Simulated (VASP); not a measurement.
The system is LiCaF3.

```
Li Ca F
1.0
     5.50569    0.00000    0.00000
     0.00000    5.50569    0.00000
     0.00000    0.00000    3.89311
Li Ca F
2 2 6
Direct
  0.50000 0.50000 0.00000
  0.00000 0.00000 0.00000
  0.00000 0.50000 0.50000
  0.50000 0.00000 0.50000
  0.77523 0.27523 0.00000
  0.72477 0.77523 0.00000
  0.50000 0.50000 0.50000
  0.22477 0.72477 0.00000
  0.27523 0.22477 0.00000
  0.00000 0.00000 0.50000
```

| Quantity | Value |
| --- | --- |
| Program | VASP 6.6.1 |
| Task | relaxation of cell and atoms |
| Functional | PBE |
| Potentials or basis | VASP PAW PBE potentials, release 64 (Li_sv, Ca_sv, F) |
| Cutoff | 600 eV |
| k mesh | 4 × 4 × 4 |
| Occupations | gaussian, width 0.1 eV |
| Spin | no spin polarisation |

At the start: pressure -6.7 GPa; volume 11.80 Å³/atom.

Problem. Where does the relaxation end?

Solution. Over 13 steps the energy falls by 75.6 meV/atom and the volume is 11.01 Å³/atom (-6.7 %); space group P4/mbm (No. 127, to 0.1 Å) before and after.

The path:
| step | energy change (eV) | largest force (eV/Å) | pressure (GPa) | volume (Å³) |
| --- | --- | --- | --- | --- |
| 1 | 0.0000 | 0.4186 | -6.66 | 118.01 |
| 2 | -0.2733 | 0.4238 | -2.42 | 109.83 |
| 3 | -0.3168 | 0.4169 | 0.56 | 105.65 |
| 4 | -0.3578 | 0.4369 | 0.66 | 105.66 |
| 5 | -0.4864 | 0.4466 | 1.02 | 105.68 |
| 6 | -0.6923 | 0.2072 | 2.23 | 105.73 |
| 7 | 0.0052 | 1.9648 | 8.27 | 105.81 |
| 8 | -0.7100 | 0.1182 | 2.55 | 105.73 |
| 9 | -0.7171 | 0.0269 | 3.02 | 105.75 |
| 10 | -0.7487 | 0.0932 | 0.66 | 109.26 |
| 11 | -0.7487 | 0.0954 | 0.59 | 109.37 |
| 12 | -0.7534 | 0.0475 | 0.31 | 109.69 |
| 13 | -0.7556 | 0.0098 | -0.05 | 110.09 |

Final structure:
```xyz
10
Lattice="5.3733 0.0000 0.0000 0.0000 5.3733 0.0000 0.0000 0.0000 3.8131" Properties=species:S:1:pos:R:3 pbc="T T T"
Li    2.6866    2.6866    0.0000
Li    0.0000    0.0000    0.0000
Ca    0.0000    2.6866    1.9065
Ca    2.6866    0.0000    1.9065
F     4.4122    1.7256    0.0000
F     3.6476    4.4122    0.0000
F     2.6866    2.6866    1.9065
F     0.9610    3.6476    3.8131
F     1.7256    0.9610    0.0000
F     0.0000    0.0000    1.9065
```

Caveat: the cutoff is under 1.25 times the usual one of these potentials, so pressure, stress and relaxed cells hold a basis-set (Pulay) error.
